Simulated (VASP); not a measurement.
# Li (P6_3/mmc) in VASP: relaxation of cell and atoms with PBE+D3(BJ)

Aim: the relaxation of cell and atoms of Li with PBE+D3(BJ).

All numbers are computed with VASP 6.6.1; they aren't measurements. Logs are shortened: lines on timing, memory, paths and dates and some standing lists are left out, and cuts for length are marked.

### 1 The cell of the first run

Symmetry: P6_3/mmc, No. 194, hexagonal system. Conventional cell: a = 2.948 Å, b = 2.948 Å, c = 4.853 Å, α = 90.00°, β = 90.00°, γ = 120.00°. Within 3.9 Å of Li (site symmetry -6m2) lie 12 Li at 2.95 to 2.96 Å.

This isn't the form of Li at room conditions, which is bcc.

### 2 Relaxation of cell and atoms, PBE+D3(BJ)

Input file INCAR:

```
  ALGO = Normal
  EDIFF = 1E-7
  EDIFFG = -0.015
  ENCUT = 750
  GGA = PE
  GGA_COMPAT = F
  IBRION = 2
  ISIF = 3
  ISMEAR = 0
  IVDW = 12
  LASPH = T
  LCHARG = F
  LREAL = F
  LWAVE = F
  NELM = 120
  NELMIN = 4
  NSW = 80
  PREC = Accurate
  SIGMA = 0.1
```

Input file KPOINTS:

```
k-points
0
Gamma
  8 6 6
```

Input file POSCAR:

```
Li
1.0
    0.0000000000      0.0000000000     -4.8532487177
   -4.4215098630     -2.5527599097      0.0000000000
   -0.0000000001      5.1055198193      0.0000000000
Li
6
Direct
    0.7500000000      0.6666666667      0.6666666667
    0.7500000000      1.0000000000      0.3333333333
    0.7500000000      0.3333333333      1.0000000000
    0.2500000000      0.3333333333      0.3333333333
    0.2500000000      0.6666666667      1.0000000000
    0.2500000000      1.0000000000      0.6666666667
```

Potentials or basis: VASP PAW PBE potentials, release 64 (Li_sv).

The run is started by

```
$ cat potpaw_PBE.64/Li_sv/POTCAR > POTCAR
$ mpirun -np 1 vasp_std > vasp.out
```

OUTCAR:

```text
EDIFF = 1E-7
   EDIFFG = -0.015
   ENCUT = 750
   GGA = PE
   IBRION = 2
   ISIF = 3
   ISMEAR = 0
   IVDW = 12
   LASPH = T
   LREAL = F
   NELM = 120
   NELMIN = 4
   NSW = 80
   PREC = Accurate
 IVDW          = 12

 ion  position               nearest neighbor table
   1  0.750  0.667  0.667-
   2  0.750  0.000  0.333-
   3  0.750  0.333  0.000-
   4  0.250  0.333  0.333-
   5  0.250  0.667  0.000-
   6  0.250  0.000  0.667-
[... 7 lines left out ...]
 A1 = (  -4.4215098630,  -2.5527599097,   0.0000000000)
 A2 = (  -0.0000000001,   5.1055198193,   0.0000000000)
 A3 = (   0.0000000000,   0.0000000000,  -4.8532487177)

Analysis of symmetry for initial positions (statically):
=====================================================================
 Subroutine PRICEL returns following result:

  LATTYP: Found a hexagonal cell.
 ALAT       =     2.9476732417
 C/A-ratio  =     1.6464676780

  Lattice vectors:

 A1 = (   2.9476732417,   0.0000000005,   0.0000000000)
 A2 = (  -1.4738366208,  -2.5527599099,   0.0000000000)
 A3 = (   0.0000000000,   0.0000000000,  -4.8532487177)

   3 primitive cells build up your supercell.

 Routine SETGRP: Setting up the symmetry group for a
 hexagonal supercell.

 Subroutine GETGRP returns: Found 24 space group operations
 (whereof 12 operations were pure point group operations)
 out of a pool of 24 trial point group operations.

The static configuration has the point symmetry D_3d.
 The point group associated with its full space group is D_6h.

Analysis of symmetry for dynamics (positions and initial velocities):
=====================================================================
 Subroutine PRICEL returns following result:

  LATTYP: Found a hexagonal cell.
 ALAT       =     2.9476732417
 C/A-ratio  =     1.6464676780

  Lattice vectors:

 A1 = (   2.9476732417,   0.0000000005,   0.0000000000)
 A2 = (  -1.4738366208,  -2.5527599099,   0.0000000000)
 A3 = (   0.0000000000,   0.0000000000,  -4.8532487177)

   3 primitive cells build up your supercell.

 Routine SETGRP: Setting up the symmetry group for a
 hexagonal supercell.

 Subroutine GETGRP returns: Found 24 space group operations
 (whereof 12 operations were pure point group operations)
 out of a pool of 24 trial point group operations.

The dynamic configuration has the point symmetry D_3d.
 The point group associated with its full space group is D_6h.

 Subroutine INISYM returns: Found 24 space group operations
 (whereof 12 operations are pure point group operations),
 and found     3 'primitive' translations

----------------------------------------------------------------------------------------

                                     Primitive cell

  volume of cell :      36.5193

  direct lattice vectors                    reciprocal lattice vectors
     2.947673242  0.000000001  0.000000000     0.339250629 -0.195866442  0.000000000
    -1.473836621 -2.552759910  0.000000000     0.000000000 -0.391732883  0.000000000
     0.000000000  0.000000000 -4.853248718     0.000000000  0.000000000 -0.206047548

  length of vectors
     2.947673242  2.947673242  4.853248718     0.391732883  0.391732883  0.206047548

  position of ions in fractional coordinates (direct lattice)
     0.666666666  0.333333333  0.750000000
     0.333333333  0.666666667  0.250000000

  ion indices of the primitive-cell ions
   primitive index   ion index
                 1           1
                 2           5

[... 92 lines left out ...]
  volume/ion in A,a.u.               =      18.26       123.22
  Fermi-wavevector in a.u.,A,eV,Ry     =   0.896640  1.694403 10.938577  0.803963
  Thomas-Fermi vector in A             =   2.019123
   LORBIT       =      0    0 simple, 1 ext, 2 COOP (PROOUT), +10 PAW based schemes
   GGA     = PE    functional components
   LHFCALC =     F    Hartree Fock is set to
   AEXX    =    0.0000 exact exchange contribution
   IVDW    =    12    specifies the selected vdW correction
   LEPSILON=     F    determine dielectric tensor
   LRPA    =     F    only Hartree local field effects (RPA)
 conjugate gradient relaxation of ions
 non-spin polarized calculation
 Gauss-broadening in eV      SIGMA  =   0.10
  energy-cutoff  :      750.00
  volume of cell :      109.56
 maximum number of plane-waves:      5152
 NGX is ok and might be reduce to    48
   NGX = 21   NGY = 23   NGZ = 23

--------------------------------------- Ionic step        1  -------------------------------------------

 number of electron      18.0000003 magnetization

 Free energy of the ion-electron system (eV)
  ---------------------------------------------------
  ext. energy  EPLUGINS =         0.00000000
  ---------------------------------------------------
  free energy    TOTEN  =       -11.38788147 eV

  energy without entropy =      -11.37294002  energy(sigma->0) =      -11.38041075

------------------------ aborting loop because EDIFF is reached ----------------------------------------

 Edisp (eV)   -1.12632

 E8    (eV) :    -0.4682

  FORCE on cell =-STRESS in cart. coord.  units (eV):
  Direction    XX          YY          ZZ          XY          YZ          ZX
  --------------------------------------------------------------------------------------
  -------------------------------------------------------------------------------------
  Total      -0.07807    -0.07807    -0.10505     0.00000     0.00000     0.00000
  in kB      -1.14167    -1.14167    -1.53624     0.00000     0.00000     0.00000
  external pressure =       -1.27 kB  Pullay stress =        0.00 kB

 VOLUME and BASIS-vectors are now :
 -----------------------------------------------------------------------------
  energy-cutoff  :      750.00
  volume of cell :      109.56
      direct lattice vectors                 reciprocal lattice vectors
     0.000000000  0.000000000 -4.853248718     0.000000000  0.000000000 -0.206047548
    -4.421509863 -2.552759910  0.000000000    -0.226167086 -0.000000000  0.000000000
    -0.000000000  5.105519819  0.000000000    -0.113083543  0.195866442  0.000000000

 POSITION                                       TOTAL-FORCE (eV/Angst)
 -----------------------------------------------------------------------------------
     -2.94767      1.70184     -3.63994        -0.000000     -0.000000     -0.000000
     -0.00000      1.70184     -3.63994         0.000000     -0.000000      0.000000
     -1.47384     -0.85092     -3.63994         0.000000     -0.000000     -0.000000
     -1.47384      0.85092     -1.21331         0.000000     -0.000000      0.000000
     -2.94767     -1.70184     -1.21331         0.000000      0.000000     -0.000000
     -0.00000      3.40368     -1.21331        -0.000000      0.000000      0.000000
 -----------------------------------------------------------------------------------
    total drift:                               -0.000000      0.000000     -0.000000

  FREE ENERGIE OF THE ION-ELECTRON SYSTEM (eV)
  ---------------------------------------------------
  free  energy   TOTEN  =       -12.5142024461 eV

  energy  without entropy=      -12.4992609900  energy(sigma->0) =      -12.50673172

--------------------------------------- Ionic step        2  -------------------------------------------

 number of electron      18.0000004 magnetization

 Free energy of the ion-electron system (eV)
  ---------------------------------------------------
  ext. energy  EPLUGINS =         0.00000000
  ---------------------------------------------------
  free energy    TOTEN  =       -11.38564485 eV

  energy without entropy =      -11.37067818  energy(sigma->0) =      -11.37816151

 E-fermi :   0.9635     XC(G=0):  -7.3090

 val. band max:        0.9239311355   @ k =   0.2500   0.3333   0.1667
 cond. band min:       1.0317312039   @ k =   0.0000   0.3333   0.0000
 fundamental gap:      0.1078000684
 Fermi energy:         0.9635142882

 k-point     1 :       0.0000    0.0000    0.0000
  band No.  band energies     occupation
      1     -45.4093      2.00000
      2     -45.3826      2.00000
      3     -45.3750      2.00000
      4     -45.3750      2.00000
      5     -45.3750      2.00000
      6     -45.3750      2.00000
      7      -2.7718      2.00000
      8       0.8252      1.94946
      9       2.2998      0.00000
     10       2.2998      0.00000
     11       3.3698      0.00000
     12       3.3698      0.00000
     13       3.3698      0.00000
[... 354 lines left out ...]
  band No.  band energies     occupation
      1     -45.3958      2.00000
      2     -45.3868      2.00000
      3     -45.3790      2.00000
      4     -45.3790      2.00000
      5     -45.3757      2.00000
      6     -45.3757      2.00000
      7      -1.6572      2.00000
      8      -0.5048      2.00000
      9       1.0643      0.15403
     10       1.0643      0.15403
     11       2.0799      0.00000
     12       2.0799      0.00000
     13       5.1672      0.00000

 [... further k-points ...]

------------------------ aborting loop because EDIFF is reached ----------------------------------------

 Edisp (eV)   -1.12872

 E8    (eV) :    -0.4692

  FORCE on cell =-STRESS in cart. coord.  units (eV):
  Direction    XX          YY          ZZ          XY          YZ          ZX
  --------------------------------------------------------------------------------------
  -------------------------------------------------------------------------------------
  Total      -0.05517    -0.05517    -0.07830     0.00000     0.00000     0.00000
  in kB      -0.80855    -0.80855    -1.14746     0.00000     0.00000     0.00000
  external pressure =       -0.92 kB  Pullay stress =        0.00 kB

 VOLUME and BASIS-vectors are now :
 -----------------------------------------------------------------------------
  energy-cutoff  :      750.00
  volume of cell :      109.33
      direct lattice vectors                 reciprocal lattice vectors
     0.000000000  0.000000000 -4.849149473     0.000000000  0.000000000 -0.206221731
    -4.418734466 -2.551157533  0.000000000    -0.226309141 -0.000000000  0.000000000
    -0.000000000  5.102315066  0.000000000    -0.113154570  0.195989465  0.000000000

 POSITION                                       TOTAL-FORCE (eV/Angst)
 -----------------------------------------------------------------------------------
     -2.94582      1.70077     -3.63686         0.000000      0.000000      0.000000
     -4.41873     -0.85039     -3.63686        -0.000000     -0.000000      0.000000
     -1.47291      4.25193     -3.63686         0.000000      0.000000      0.000000
     -1.47291      0.85039     -1.21229        -0.000000      0.000000      0.000000
     -2.94582     -1.70077     -1.21229         0.000000     -0.000000     -0.000000
     -0.00000      3.40154     -1.21229         0.000000     -0.000000     -0.000000
 -----------------------------------------------------------------------------------
    total drift:                               -0.000000      0.000000     -0.000000

  FREE ENERGIE OF THE ION-ELECTRON SYSTEM (eV)
  ---------------------------------------------------
  free  energy   TOTEN  =       -12.5143627480 eV

  energy  without entropy=      -12.4993960820  energy(sigma->0) =      -12.50687941

 reached required accuracy - stopping structural energy minimisation
```

Run time: 67 s. Hardware: 1 thread of Intel Xeon 6975P-C (Granite Rapids), shared host; peak memory 0.35 GiB.

What came out:

- Free energy: -12.5144 eV
- Relaxed volume: 18.22 Å³/atom
- Relaxed cell: a = 4.849 Å, b = 5.102 Å, c = 5.102 Å, α = 120.00°, β = 90.00°, γ = 90.00°
- Space group after relaxing (to 0.1 Å): P6_3/mmc (No. 194)
- Energy gained by relaxing: 0.0 meV/atom
- Ionic steps: 2
- Pressure after relaxing: -0.1 GPa
- Band gap on the k mesh: zero (bands 9 and 10 overlap by 3.45 eV)
- Dispersion energy per atom: -0.188 eV

The path:
| step | energy change (eV) | largest force (eV/Å) | pressure (GPa) | volume (Å³) |
| --- | --- | --- | --- | --- |
| 1 | 0.0000 | 0.0000 | -0.13 | 109.56 |
| 2 | -0.0002 | 0.0000 | -0.09 | 109.33 |

Final structure:
```yaml
crystal:
  lattice:
    - [0.00000, 0.00000, -4.84915]
    - [-4.41873, -2.55116, 0.00000]
    - [0.00000, 5.10232, 0.00000]
  atoms:
    - { symbol: Li, position: [0.75000, 0.66667, 0.66667] }
    - { symbol: Li, position: [0.75000, 0.00000, 0.33333] }
    - { symbol: Li, position: [0.75000, 0.33333, 0.00000] }
    - { symbol: Li, position: [0.25000, 0.33333, 0.33333] }
    - { symbol: Li, position: [0.25000, 0.66667, 0.00000] }
    - { symbol: Li, position: [0.25000, 0.00000, 0.66667] }
```

Levels at points of the mesh, in eV from the Fermi level:
```tsv
k point	band 5	band 6	band 7	band 8	band 9	band 10	band 11	band 12	band 13
(0.00, 0.00, 0.00)	-46.34	-46.34	-3.74	-0.14	1.34	1.34	2.41	2.41	2.41
(0.50, 0.00, 0.00)	-46.34	-46.34	-2.59	-2.59	2.28	2.28	2.28	2.28	2.89
(0.00, 0.50, 0.00)	-46.34	-46.34	-2.34	-2.34	-0.13	1.15	1.75	1.75	3.48
(0.50, 0.50, 0.00)	-46.34	-46.34	-1.17	-1.17	-1.17	-1.17	0.67	0.67	3.84
```

The gap in the log of VASP goes by the Fermi energy; the results here count the filled bands.